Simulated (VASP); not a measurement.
# W (Fm-3m) in VASP: notebook, part 2 of 2

VASP 6.6.1. The steps go on from the part before.

## 3. Relaxation of cell and atoms, PBEsol

This run uses another cell than the first one, of 16.01 Å³/atom, 1.002 times its volume.

Input file INCAR:

```
PREC = Accurate
ENCUT = 600
EDIFF = 1E-6
ISMEAR = 0
SIGMA = 0.1
LREAL = False
LASPH = True
NELM = 80
ALGO = Normal
ISIF = 3
LWAVE = False
LCHARG = False
GGA = PS
IBRION = 2
NSW = 80
EDIFFG = -0.01
```

Input file KPOINTS:

```
Automatic mesh
0
Gamma
  18 18 18
```

Input file POSCAR:

```
W
1.0
    0.0000000000      2.0004063412      2.0004063412
    2.0004063412      0.0000000000      2.0004063412
    2.0004063412      2.0004063412      0.0000000000
W
1
Direct
    0.0000000000      0.0000000000      0.0000000000
```

Potentials or basis: VASP PAW PBE potentials, release 64 (W_sv).

Started as:

```console
$ cat potpaw_PBE.64/W_sv/POTCAR > POTCAR
$ mpirun -np 1 vasp_std > vasp.out
```

OUTCAR:

```text
PREC = Accurate
   ENCUT = 600
   EDIFF = 1E-6
   ISMEAR = 0
   LREAL = False
   LASPH = True
   NELM = 80
   ISIF = 3
   GGA = PS
   IBRION = 2
   NSW = 80
   EDIFFG = -0.01

 ion  position               nearest neighbor table
   1  0.000  0.000  0.000-

  LATTYP: Found a face centered cubic cell.
 ALAT       =     4.0008126824

  Lattice vectors:

 A1 = (   0.0000000000,   2.0004063412,   2.0004063412)
 A2 = (   2.0004063412,   0.0000000000,   2.0004063412)
 A3 = (   2.0004063412,   2.0004063412,   0.0000000000)

Analysis of symmetry for initial positions (statically):
=====================================================================
 Subroutine PRICEL returns:
 Original cell was already a primitive cell.

 Routine SETGRP: Setting up the symmetry group for a
 face centered cubic supercell.

 Subroutine GETGRP returns: Found 48 space group operations
 (whereof 48 operations were pure point group operations)
 out of a pool of 48 trial point group operations.

The static configuration has the point symmetry O_h .

Analysis of symmetry for dynamics (positions and initial velocities):
=====================================================================
 Subroutine PRICEL returns:
 Original cell was already a primitive cell.

 Routine SETGRP: Setting up the symmetry group for a
 face centered cubic supercell.

 Subroutine GETGRP returns: Found 48 space group operations
 (whereof 48 operations were pure point group operations)
 out of a pool of 48 trial point group operations.

The dynamic configuration has the point symmetry O_h .

 Subroutine INISYM returns: Found 48 space group operations
 (whereof 48 operations are pure point group operations),
 and found     1 'primitive' translations

----------------------------------------------------------------------------------------

                                     Primitive cell

  volume of cell :      16.0098

  direct lattice vectors                    reciprocal lattice vectors
     0.000000000  2.000406341  2.000406341    -0.249949218  0.249949218  0.249949218
     2.000406341  0.000000000  2.000406341     0.249949218 -0.249949218  0.249949218
     2.000406341  2.000406341  0.000000000     0.249949218  0.249949218 -0.249949218

  length of vectors
     2.829001778  2.829001778  2.829001778     0.432924744  0.432924744  0.432924744

  position of ions in fractional coordinates (direct lattice)
     0.000000000  0.000000000  0.000000000

  ion indices of the primitive-cell ions
   primitive index   ion index
                 1           1

----------------------------------------------------------------------------------------

 KPOINTS: Automatic mesh

Automatic generation of k-mesh.
 Grid dimensions read from file:
 generate k-points for:   18   18   18

 Generating k-lattice:

  Cartesian coordinates                     Fractional coordinates (reciprocal lattice)
    -0.013886068  0.013886068  0.013886068     0.055555556  0.000000000  0.000000000
     0.013886068 -0.013886068  0.013886068     0.000000000  0.055555556  0.000000000
     0.013886068  0.013886068 -0.013886068     0.000000000  0.000000000  0.055555556

  Length of vectors
     0.024051375  0.024051375  0.024051375

  Shift w.r.t. Gamma in fractional coordinates (k-lattice)
     0.000000000  0.000000000  0.000000000

 Subroutine IBZKPT returns following result:
 ===========================================

 Found    195 irreducible k-points:

 Following reciprocal coordinates:
            Coordinates               Weight
  0.000000  0.000000  0.000000      1.000000
  0.055556  0.000000  0.000000      8.000000
  0.111111  0.000000  0.000000      8.000000
  0.166667  0.000000  0.000000      8.000000
  0.222222  0.000000  0.000000      8.000000
  0.277778  0.000000  0.000000      8.000000
[... 16 lines left out ...]
 -0.277778  0.055556  0.000000     24.000000
 -0.222222  0.055556  0.000000     24.000000
 [... further k-points ...]
   k-points           NKPTS =    195   k-points in BZ     NKDIM =    195   number of bands    NBANDS=     11
   number of dos      NEDOS =    301   number of ions     NIONS =      1
   total plane-waves  NPLWV =  13824
   dimension x,y,z NGX =    24 NGY =   24 NGZ =   24
   dimension x,y,z NGXF=    48 NGYF=   48 NGZF=   48
   ions per type =               1
   NGX,Y,Z   is equivalent  to a cutoff of  14.10, 14.10, 14.10 a.u.
   NGXF,Y,Z  is equivalent  to a cutoff of  28.21, 28.21, 28.21 a.u.
 SYSTEM =  unknown system
   PREC   = accura    normal or accurate (medium, high low for compatibility)
   ISTART =      0    job   : 0-new  1-cont  2-samecut
   ICHARG =      2    charge: 1-file 2-atom 10-const
   ISPIN  =      1    spin polarized calculation?
   LNONCOLLINEAR =      F non collinear calculations
   LSORBIT =      F    spin-orbit coupling
   LASPH  =      T    aspherical Exc in radial PAW
   ENCUT  =  600.0 eV  44.10 Ry    6.64 a.u.   5.65  5.65  5.65*2*pi/ulx,y,z
   NELM   =     80;   NELMIN=  2; NELMDL= -5     # of ELM steps
   EDIFF  = 0.1E-05   stopping-criterion for ELM
   LREAL  =      F    real-space projection
   EDIFFG = -.1E-01   stopping-criterion for IOM
   NSW    =     80    number of steps for IOM
   IBRION =      2    ionic relax: 0-MD 1-quasi-New 2-CG
   NFREE  =      1    steps in history (QN), initial steepest desc. (CG)
   ISIF   =      3    stress and relaxation
   ISYM   =      2    0-nonsym 1-usesym 2-fastsym
   POTIM  = 0.5000    time-step for ionic-motion
   TEBEG  =    0.0;   TEEND  =   0.0 temperature during run
   PSTRESS=    0.0 pullay stress
   NELECT =      14.0000    total number of electrons
   NUPDOWN=      -1.0000    fix difference up-down
   EMIN   =  10.00;   EMAX   =-10.00  energy-range for DOS
   EFERMI =   0.00;   METHOD = LEGACY
   ISMEAR =     0;   SIGMA  =   0.10  broadening in eV -4-tet -1-fermi 0-gaus
   EFERMI_NEDOS =   21; number of points for ismear=-14 and -15
   IALGO  =     38    algorithm
   IMIX   =      4    mixing-type and parameters
     AMIX     =   0.40;   BMIX     =  1.00
     AMIX_MAG =   1.60;   BMIX_MAG =  1.00
  volume/ion in A,a.u.               =      16.01       108.04
  Fermi-wavevector in a.u.,A,eV,Ry     =   1.565510  2.958386 33.345468  2.450823
  Thomas-Fermi vector in A             =   2.667976
   LORBIT       =      0    0 simple, 1 ext, 2 COOP (PROOUT), +10 PAW based schemes
   GGA     = PS    functional components
   LHFCALC =     F    Hartree Fock is set to
   AEXX    =    0.0000 exact exchange contribution
   IVDW    =     0    specifies the selected vdW correction
   LEPSILON=     F    determine dielectric tensor
   LRPA    =     F    only Hartree local field effects (RPA)
 conjugate gradient relaxation of ions
 non-spin polarized calculation
 Gauss-broadening in eV      SIGMA  =   0.10
  energy-cutoff  :      600.00
  volume of cell :       16.01
 maximum number of plane-waves:       547
   NGX = 11   NGY = 11   NGZ = 11

 number of electron      14.0000000 magnetization

 Free energy of the ion-electron system (eV)
  ---------------------------------------------------
  ext. energy  EPLUGINS =         0.00000000
  ---------------------------------------------------
  free energy    TOTEN  =       -13.31329487 eV

  energy without entropy =      -13.30676202  energy(sigma->0) =      -13.31002845

 E-fermi :  10.6461     XC(G=0): -13.6951

 val. band max:       10.6451524709   @ k =  -0.4444   0.3333   0.0000
 cond. band min:      10.6469096559   @ k =   0.5000   0.1111   0.0000
 fundamental gap:      0.0017571849
 Fermi energy:        10.6460703952

 k-point     1 :       0.0000    0.0000    0.0000
  band No.  band energies     occupation
      1     -62.9242      2.00000
      2     -26.5172      2.00000
      3     -26.5172      2.00000
      4     -26.5172      2.00000
      5       1.5254      2.00000
      6      10.0667      2.00000
      7      10.0667      2.00000
      8      10.0667      2.00000
      9      13.2958      0.00000
     10      13.2958      0.00000
     11      23.5185      0.00000
[... 309 lines left out ...]
 k-point    24 :      -0.2222    0.0556    0.0000
  band No.  band energies     occupation
      1     -62.8658      2.00000
      2     -27.1337      2.00000
      3     -26.6390      2.00000
      4     -26.5832      2.00000
      5       3.7919      2.00000
      6       8.9538      2.00000
      7      10.4866      1.97587
      8      10.6389      1.08044
      9      12.7885      0.00000
     10      13.8609      0.00000
     11      24.2027      0.00000

 [... further k-points ...]

------------------------ aborting loop because EDIFF is reached ----------------------------------------

  FORCE on cell =-STRESS in cart. coord.  units (eV):
  Direction    XX          YY          ZZ          XY          YZ          ZX
  --------------------------------------------------------------------------------------
  -------------------------------------------------------------------------------------
  Total        0.0082344      0.0082344      0.0082344      0.0000000      0.0000000      0.0000000
  in kB        0.8240565      0.8240565      0.8240565      0.0000000      0.0000000      0.0000000
  external PRESSURE =       0.8240565 kB  Pullay stress =       0.0000000 kB

 VOLUME and BASIS-vectors are now :
 -----------------------------------------------------------------------------
  energy-cutoff  :      600.00
  volume of cell :       16.01
      direct lattice vectors                 reciprocal lattice vectors
     0.000000000  2.000406341  2.000406341    -0.249949218  0.249949218  0.249949218
     2.000406341  0.000000000  2.000406341     0.249949218 -0.249949218  0.249949218
     2.000406341  2.000406341  0.000000000     0.249949218  0.249949218 -0.249949218

 POSITION                                       TOTAL-FORCE (eV/Angst)
 -----------------------------------------------------------------------------------
      0.00000      0.00000      0.00000        -0.000000      0.000000      0.000000
 -----------------------------------------------------------------------------------
    total drift:                               -0.000000      0.000000     -0.000000

  FREE ENERGIE OF THE ION-ELECTRON SYSTEM (eV)
  ---------------------------------------------------
  free  energy   TOTEN  =       -13.3132948683 eV

  energy  without entropy=      -13.3067620242  energy(sigma->0) =      -13.31002845

 reached required accuracy - stopping structural energy minimisation
```

OSZICAR:

```text
N       E                     dE             d eps       ncg     rms          rms(c)
DAV:   1     0.823945048168E+02    0.82395E+02   -0.85302E+03  4298   0.159E+03
DAV:   2    -0.122756610314E+02   -0.94670E+02   -0.91961E+02  4577   0.356E+02
DAV:   3    -0.139709673156E+02   -0.16953E+01   -0.16678E+01  4973   0.460E+01
DAV:   4    -0.139813558809E+02   -0.10389E-01   -0.10179E-01  4532   0.376E+00
DAV:   5    -0.139814326585E+02   -0.76778E-04   -0.76777E-04  4773   0.342E-01    0.206E+01
DAV:   6    -0.134533811266E+02    0.52805E+00   -0.60376E-01  4563   0.102E+01    0.813E+00
DAV:   7    -0.133184938670E+02    0.13489E+00   -0.29511E-01  4674   0.659E+00    0.492E-01
DAV:   8    -0.133133167094E+02    0.51772E-02   -0.38386E-03  4467   0.958E-01    0.582E-02
DAV:   9    -0.133132901210E+02    0.26588E-04   -0.81324E-05  5346   0.112E-01    0.371E-02
DAV:  10    -0.133132945852E+02   -0.44642E-05   -0.57832E-06  4551   0.317E-02    0.758E-03
DAV:  11    -0.133132948683E+02   -0.28310E-06   -0.10622E-07  2325   0.360E-03
   1 F= -.13313295E+02 E0= -.13310028E+02  d E =-.133133E+02
```

CONTCAR:

```text
W
   1.00000000000000
     0.0000000000000000    2.0004063412000002    2.0004063412000002
     2.0004063412000002    0.0000000000000000    2.0004063412000002
     2.0004063412000002    2.0004063412000002    0.0000000000000000
  W
     1
Direct
     0.0000000000000000    0.0000000000000000    0.0000000000000000

  0.00000000E+00  0.00000000E+00  0.00000000E+00
```

Wall time 59 s (1 thread of AMD EPYC 7R43 (Zen 3), shared host); peak memory 0.13 GiB.

What came out:

* Free energy: -13.3133 eV
* Pressure after relaxing: 0.1 GPa
* Band gap on the k mesh: zero (band 7 reaches 13.87 eV, above the bottom of band 8 at 10.07 eV)

Final structure:
```xyz
1
Lattice="0.0000 2.0004 2.0004 2.0004 0.0000 2.0004 2.0004 2.0004 0.0000" Properties=species:S:1:pos:R:3 pbc="T T T"
W     0.0000    0.0000    0.0000
```

Caveat: the relaxation stopped at its first step, so nothing moved; the PAW data sets were made with another functional, which shifts forces and pressure a little; spin-orbit coupling is left out, which moves the levels of the heavy elements.
